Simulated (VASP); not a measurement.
# Y (Fm-3m) in VASP: further runs

The runs below take Y through electric field gradients, with PBE.

All numbers are computed with VASP 6.6.1; they aren't measurements. Logs are shortened: lines on timing, memory, paths and dates and some standing lists are left out, and cuts for length are marked.

## Step 1: The cell of the first run

It takes space group Fm-3m (No. 225, cubic). The conventional cell has a = 4.869 Å, b = 4.869 Å, c = 4.869 Å, α = 90.00°, β = 90.00°, γ = 90.00°. Y (site symmetry m-3m) has 12 Y at 3.44 Å within 4.5 Å.

## Step 2: Electric field gradients, PBE (volume scaled by 0.9405)

INCAR reads:

```
SYSTEM = Y
  ALGO = Normal
  EDIFF = 1E-8
  ENCUT = 520
  GGA = PE
  ISIF = 2
  ISMEAR = -1
  LASPH = .True.
  LCHARG = .False.
  LEFG = .True.
  LREAL = .False.
  LWAVE = .False.
  NBANDS = 12
  NELM = 100
  PREC = Accurate
  SIGMA = 0.03
```

KPOINTS reads:

```
k-points
0
Gamma
  14 14 14
  0 0 0
```

POSCAR reads:

```
Y
1.0
    0.0000000000      2.4347030121      2.4347030121
    2.4347030121      0.0000000000      2.4347030121
    2.4347030121      2.4347030121      0.0000000000
Y
1
Direct
    0.0000000000      0.0000000000      0.0000000000
```

Potentials or basis: VASP PAW PBE potentials, release 64 (Y_sv).

On the command line:

```sh
$ cat potpaw_PBE.64/Y_sv/POTCAR > POTCAR
$ mpirun -np 1 vasp_std > vasp.out
```

OUTCAR:

```text
SYSTEM = Y
   EDIFF = 1E-8
   ENCUT = 520
   GGA = PE
   ISIF = 2
   ISMEAR = -1
   LASPH = .True.
   LREAL = .False.
   NELM = 100
   PREC = Accurate

 ion  position               nearest neighbor table
   1  0.000  0.000  0.000-

  LATTYP: Found a face centered cubic cell.
 ALAT       =     4.8694060242

  Lattice vectors:

 A1 = (   0.0000000000,   2.4347030121,   2.4347030121)
 A2 = (   2.4347030121,   0.0000000000,   2.4347030121)
 A3 = (   2.4347030121,   2.4347030121,   0.0000000000)

Analysis of symmetry for initial positions (statically):
=====================================================================
 Subroutine PRICEL returns:
 Original cell was already a primitive cell.

 Routine SETGRP: Setting up the symmetry group for a
 face centered cubic supercell.

 Subroutine GETGRP returns: Found 48 space group operations
[... 9 lines left out ...]

 Routine SETGRP: Setting up the symmetry group for a
 face centered cubic supercell.

 Subroutine GETGRP returns: Found 48 space group operations
[... 11 lines left out ...]
                                     Primitive cell

  volume of cell :      28.8648

  direct lattice vectors                    reciprocal lattice vectors
     0.000000000  2.434703012  2.434703012    -0.205363857  0.205363857  0.205363857
     2.434703012  0.000000000  2.434703012     0.205363857 -0.205363857  0.205363857
     2.434703012  2.434703012  0.000000000     0.205363857  0.205363857 -0.205363857

  length of vectors
     3.443190020  3.443190020  3.443190020     0.355700633  0.355700633  0.355700633

  position of ions in fractional coordinates (direct lattice)
     0.000000000  0.000000000  0.000000000

  ion indices of the primitive-cell ions
   primitive index   ion index
                 1           1

----------------------------------------------------------------------------------------

 KPOINTS: k-points

Automatic generation of k-mesh.
 Grid dimensions read from file:
 generate k-points for:   14   14   14

 Generating k-lattice:

  Cartesian coordinates                     Fractional coordinates (reciprocal lattice)
    -0.014668847  0.014668847  0.014668847     0.071428571  0.000000000  0.000000000
     0.014668847 -0.014668847  0.014668847     0.000000000  0.071428571  0.000000000
     0.014668847  0.014668847 -0.014668847     0.000000000  0.000000000  0.071428571

  Length of vectors
     0.025407188  0.025407188  0.025407188

  Shift w.r.t. Gamma in fractional coordinates (k-lattice)
     0.000000000  0.000000000  0.000000000

 Subroutine IBZKPT returns following result:
 ===========================================

 Found    104 irreducible k-points:

 Following reciprocal coordinates:
            Coordinates               Weight
  0.000000  0.000000  0.000000      1.000000
  0.071429  0.000000  0.000000      8.000000
  0.142857  0.000000  0.000000      8.000000
  0.214286  0.000000  0.000000      8.000000
  0.285714  0.000000  0.000000      8.000000
  0.357143  0.000000  0.000000      8.000000
[... 16 lines left out ...]
  0.214286  0.142857  0.000000     24.000000
  0.285714  0.142857  0.000000     24.000000
 [... further k-points ...]
   k-points           NKPTS =    104   k-points in BZ     NKDIM =    104   number of bands    NBANDS=     12
   number of dos      NEDOS =    301   number of ions     NIONS =      1
   total plane-waves  NPLWV =  21952
   dimension x,y,z NGX =    28 NGY =   28 NGZ =   28
   dimension x,y,z NGXF=    56 NGYF=   56 NGZF=   56
   ions per type =               1
   NGX,Y,Z   is equivalent  to a cutoff of  13.52, 13.52, 13.52 a.u.
   NGXF,Y,Z  is equivalent  to a cutoff of  27.04, 27.04, 27.04 a.u.
 SYSTEM =  Y
   PREC   = accura    normal or accurate (medium, high low for compatibility)
   ISTART =      0    job   : 0-new  1-cont  2-samecut
   ICHARG =      2    charge: 1-file 2-atom 10-const
   ISPIN  =      1    spin polarized calculation?
   LNONCOLLINEAR =      F non collinear calculations
   LSORBIT =      F    spin-orbit coupling
   LASPH  =      T    aspherical Exc in radial PAW
   ENCUT  =  520.0 eV  38.22 Ry    6.18 a.u.   6.40  6.40  6.40*2*pi/ulx,y,z
   NELM   =    100;   NELMIN=  2; NELMDL= -5     # of ELM steps
   EDIFF  = 0.1E-07   stopping-criterion for ELM
   LREAL  =      F    real-space projection
   EDIFFG = 0.1E-06   stopping-criterion for IOM
   NSW    =      0    number of steps for IOM
   IBRION =     -1    ionic relax: 0-MD 1-quasi-New 2-CG
   NFREE  =      0    steps in history (QN), initial steepest desc. (CG)
   ISIF   =      2    stress and relaxation
   ISYM   =      2    0-nonsym 1-usesym 2-fastsym
   POTIM  = 0.5000    time-step for ionic-motion
   TEBEG  =    0.0;   TEEND  =   0.0 temperature during run
   PSTRESS=    0.0 pullay stress
   NELECT =      11.0000    total number of electrons
   NUPDOWN=      -1.0000    fix difference up-down
   EMIN   =  10.00;   EMAX   =-10.00  energy-range for DOS
   EFERMI =   0.00;   METHOD = LEGACY
   ISMEAR =    -1;   SIGMA  =   0.03  broadening in eV -4-tet -1-fermi 0-gaus
   EFERMI_NEDOS =   21; number of points for ismear=-14 and -15
   IALGO  =     38    algorithm
   IMIX   =      4    mixing-type and parameters
     AMIX     =   0.40;   BMIX     =  1.00
     AMIX_MAG =   1.60;   BMIX_MAG =  1.00
  volume/ion in A,a.u.               =      28.86       194.79
  Fermi-wavevector in a.u.,A,eV,Ry     =   1.186906  2.242928 19.167158  1.408746
  Thomas-Fermi vector in A             =   2.323069
   LORBIT       =      0    0 simple, 1 ext, 2 COOP (PROOUT), +10 PAW based schemes
   GGA     = PE    functional components
   LHFCALC =     F    Hartree Fock is set to
   AEXX    =    0.0000 exact exchange contribution
   IVDW    =     0    specifies the selected vdW correction
   LEPSILON=     F    determine dielectric tensor
   LRPA    =     F    only Hartree local field effects (RPA)
 non-spin polarized calculation
  energy-cutoff  :      520.00
  volume of cell :       28.86
 maximum number of plane-waves:       793
 NGX is ok and might be reduce to    28
   NGX = 13   NGY = 13   NGZ = 13

 number of electron      11.0000000 magnetization

 Free energy of the ion-electron system (eV)
  ---------------------------------------------------
  ext. energy  EPLUGINS =         0.00000000
  ---------------------------------------------------
  free energy    TOTEN  =        -6.35532397 eV

  energy without entropy =       -6.35046207  energy(sigma->0) =       -6.35289302

 E-fermi :   3.7195     XC(G=0):  -9.9346

 val. band max:        3.7158500886   @ k =  -0.3571   0.4286   0.2143
 cond. band min:       3.7214358500   @ k =   0.4286   0.2857   0.1429
 fundamental gap:      0.0055857614
 Fermi energy:         3.7195378062

 k-point     1 :       0.0000    0.0000    0.0000
  band No.  band energies     occupation
      1     -38.6978      2.00000
      2     -18.2863      2.00000
      3     -18.2863      2.00000
      4     -18.2863      2.00000
      5      -1.2153      2.00000
      6       5.6172      0.00000
      7       5.6172      0.00000
      8       5.6172      0.00000
      9       7.9366      0.00000
     10       7.9366      0.00000
     11      13.0168      0.00000
     12      16.6688      0.00000

 k-point     2 :       0.0714    0.0000    0.0000
  band No.  band energies     occupation
      1     -38.6924      2.00000
      2     -18.3309      2.00000
      3     -18.2917      2.00000
      4     -18.2917      2.00000
      5      -1.0691      2.00000
      6       5.4507      0.00000
      7       5.6860      0.00000
      8       5.6860      0.00000
      9       7.8531      0.00000
     10       7.8531      0.00000
     11      13.3563      0.00000
     12      16.0328      0.00000

 k-point     3 :       0.1429    0.0000    0.0000
  band No.  band energies     occupation
      1     -38.6774      2.00000
      2     -18.4540      2.00000
      3     -18.3068      2.00000
      4     -18.3068      2.00000
      5      -0.6531      2.00000
      6       5.0564      0.00000
      7       5.8441      0.00000
      8       5.8441      0.00000
      9       7.7004      0.00000
     10       7.7004      0.00000
     11      14.0916      0.00000
     12      15.1443      0.00000

 k-point     4 :       0.2143    0.0000    0.0000
  band No.  band energies     occupation
      1     -38.6557      2.00000
      2     -18.6270      2.00000
      3     -18.3284      2.00000
      4     -18.3284      2.00000
      5      -0.0387      2.00000
      6       4.6331      0.00000
      7       5.9299      0.00000
      8       5.9299      0.00000
      9       7.7330      0.00000
     10       7.7330      0.00000
     11      13.6995      0.00000
     12      15.7312      0.00000

 k-point     5 :       0.2857    0.0000    0.0000
  band No.  band energies     occupation
      1     -38.6314      2.00000
      2     -18.8130      2.00000
      3     -18.3523      2.00000
      4     -18.3523      2.00000
      5       0.6428      2.00000
      6       4.3553      0.00000
      7       5.8197      0.00000
      8       5.8197      0.00000
      9       8.1317      0.00000
     10       8.1317      0.00000
     11      12.9742      0.00000
     12      16.1392      0.00000
[... 228 lines left out ...]
      1     -38.6839      2.00000
      2     -18.3921      2.00000
      3     -18.3168      2.00000
      4     -18.2934      2.00000
      5      -0.8325      2.00000
      6       5.2030      0.00000
      7       5.7937      0.00000
      8       5.7942      0.00000
      9       7.5604      0.00000
     10       7.9225      0.00000
     11      13.8720      0.00000
     12      15.5638      0.00000

 k-point    22 :       0.1429    0.1429    0.0000
  band No.  band energies     occupation
      1     -38.6707      2.00000
      2     -18.4497      2.00000
      3     -18.3430      2.00000
      4     -18.3430      2.00000
      5      -0.4680      2.00000
      6       4.7739      0.00000
      7       6.0645      0.00000
      8       6.0645      0.00000
      9       6.8685      0.00000
     10       8.2046      0.00000
     11      14.6783      0.00000
     12      15.9828      0.00000

 k-point    23 :       0.2143    0.1429    0.0000
  band No.  band energies     occupation
      1     -38.6544      2.00000
      2     -18.5618      2.00000
      3     -18.3709      2.00000
      4     -18.3643      2.00000
      5      -0.0080      2.00000
      6       4.4215      0.00000
      7       6.0584      0.00000
      8       6.2771      0.00000
      9       6.7275      0.00000
     10       8.3378      0.00000
     11      15.2890      0.00000
     12      15.7227      0.00000

 k-point    24 :       0.2857    0.1429    0.0000
  band No.  band energies     occupation
      1     -38.6332      2.00000
      2     -18.7139      2.00000
      3     -18.3981      2.00000
      4     -18.3901      2.00000
      5       0.6127      2.00000
      6       4.1148      0.00000
      7       5.6051      0.00000
      8       6.3529      0.00000
      9       7.2556      0.00000
     10       8.6218      0.00000
     11      14.5224      0.00000
     12      16.5906      0.00000

 [... further k-points ...]
[... 5 lines left out ...]
  --------------------------------------------------------------------------------------
  -------------------------------------------------------------------------------------
  Total        0.9600322      0.9600322      0.9600322     -0.0000000     -0.0000000      0.0000000
  in kB       53.2878772     53.2878772     53.2878772     -0.0000000     -0.0000000      0.0000000
  external PRESSURE =      53.2878772 kB  Pullay stress =       0.0000000 kB

 VOLUME and BASIS-vectors are now :
 -----------------------------------------------------------------------------
  energy-cutoff  :      520.00
  volume of cell :       28.86
      direct lattice vectors                 reciprocal lattice vectors
     0.000000000  2.434703012  2.434703012    -0.205363857  0.205363857  0.205363857
     2.434703012  0.000000000  2.434703012     0.205363857 -0.205363857  0.205363857
     2.434703012  2.434703012  0.000000000     0.205363857  0.205363857 -0.205363857

 POSITION                                       TOTAL-FORCE (eV/Angst)
 -----------------------------------------------------------------------------------
      0.00000      0.00000      0.00000         0.000000      0.000000     -0.000000
 -----------------------------------------------------------------------------------
    total drift:                               -0.000000     -0.000000     -0.000000

  FREE ENERGIE OF THE ION-ELECTRON SYSTEM (eV)
  ---------------------------------------------------
  free  energy   TOTEN  =        -6.3553239745 eV

  energy  without entropy=       -6.3504620748  energy(sigma->0) =       -6.35289302

 Electric field gradients (V/A^2)
---------------------------------------------------------------------
 ion       V_xx      V_yy      V_zz      V_xy      V_xz      V_yz
---------------------------------------------------------------------
   1       0.000     0.000    -0.000     0.000     0.000     0.000
---------------------------------------------------------------------

 Electric field gradients after diagonalization (V/A^2)
 (convention: |V_zz| > |V_xx| > |V_yy|)
----------------------------------------------------------------------
 ion       V_xx      V_yy      V_zz     asymmetry (V_yy - V_xx)/ V_zz
----------------------------------------------------------------------
   1      -0.000    -0.000     0.000       0.000
----------------------------------------------------------------------

           NMR quadrupolar parameters

 Cq : quadrupolar parameter    Cq=e*Q*V_zz/h
 eta: asymmetry parameters     (V_yy - V_xx)/ V_zz
 Q  : nuclear electric quadrupole moment in mb (millibarn)
----------------------------------------------------------------------
 ion       Cq(MHz)       eta       Q (mb)
----------------------------------------------------------------------
   1       0.000       0.000       1.000
----------------------------------------------------------------------
```

It took 36 s on 1 thread of Intel Xeon Platinum 8375C at 2.90GHz (Ice Lake), shared host; peak memory 0.2 GiB.

What came out:

```
Free energy : -6.3553 eV
Pressure    : 5.3 GPa
```

Caveat: without QUAD_EFG the Cq values of the log hold for a quadrupole moment of 1 mb, not for the nuclei.

[end of part 1 of 3]
